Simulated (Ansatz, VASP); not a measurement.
# Al2Cu: VASP beside Ansatz

```xyz
3
Lattice="4.0842 0.0000 0.0000 0.0000 4.0842 0.0000 0.0000 0.0000 2.8464" Properties=species:S:1:pos:R:3 pbc="T T T"
Al    2.0421    0.0000    1.4232
Al    0.0000    2.0421    1.4232
Cu   -0.2121   -0.2121   -0.3000
```

Alike in both runs: task single point; functional PBEsol; k mesh 12 × 12 × 16; occupations gaussian, width 0.15 eV; no spin polarisation.

|  | VASP | Ansatz |
| --- | --- | --- |
| version | VASP 6.6.1 | Ansatz 0.2.0 |
| potentials or method | VASP PAW PBE potentials, release 64 (Al, Cu), cutoff 520 eV | scalar-relativistic, plane waves, PAW |
| valence electrons in the cell | 17 | 25 |

```csv
,VASP,Ansatz,Ansatz less VASP
gap on the k mesh at the Fermi level (eV),none,none,-
pressure (GPa),7.5,6.8,-0.72
"traceless stress, the component that is largest in VASP (GPa)",4.70,4.71,+0.012
rms of the force components (eV/Å),1.624,1.618,-0.0058
```

VASP's potentials were made for PBE, not for PBEsol. Atom by atom the forces differ by 0.006 eV/Å (rms over components). A gap of «none» marks a metal or a gap that the smearing closes. VASP's potentials hold 17 valence electrons a cell and Ansatz's 25, so a difference there can come from the potentials and not from the codes.
